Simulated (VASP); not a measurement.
A run of VASP 6.6.1:

The input INCAR:

```
PREC     = Accurate       # precision mode
ENCUT    = 600            # plane-wave cutoff, eV
EDIFF    = 1E-6           # SCF threshold, eV
ISMEAR   = -1             # smearing method
SIGMA    = 0.05           # smearing width, eV
LREAL    = False          # projectors in reciprocal space
LASPH    = True           # aspherical terms in the spheres
NELM     = 80             # most SCF steps
ALGO     = Normal         # electronic algorithm
ISIF     = 3              # what is computed and relaxed
LWAVE    = False          # write WAVECAR
LCHARG   = False          # write CHGCAR
GGA      = PE             # functional
IBRION   = 2              # ionic algorithm
NSW      = 60             # ionic steps
EDIFFG   = -0.005         # ionic threshold
PSTRESS  = 350.0
```

File KPOINTS:

```
regular mesh
0
Gamma
  17 17 17
```

POSCAR

```
Na
1.0
    0.0000000000      1.9769275205      1.9769275205
    1.9769275205      0.0000000000      1.9769275205
    1.9769275205      1.9769275205      0.0000000000
Na
1
Direct
    0.0000000000      0.0000000000      0.0000000000
```

Potentials or basis: VASP PAW PBE potentials, release 64 (Na_pv).

The run is started by

```bash
$ cat potpaw_PBE.64/Na_pv/POTCAR > POTCAR
$ mpirun -np 1 vasp_std > vasp.out
```

Hardware: 1 thread of Intel Xeon 8259CL, with other jobs on the host.

Problem. How long does it take, and how much memory?

Solution. It took 41 s on 1 thread of Intel Xeon 8259CL, on a shared host, peak memory 0.14 GiB. Counts: scf iterations 19, k points 165, ion steps 3.
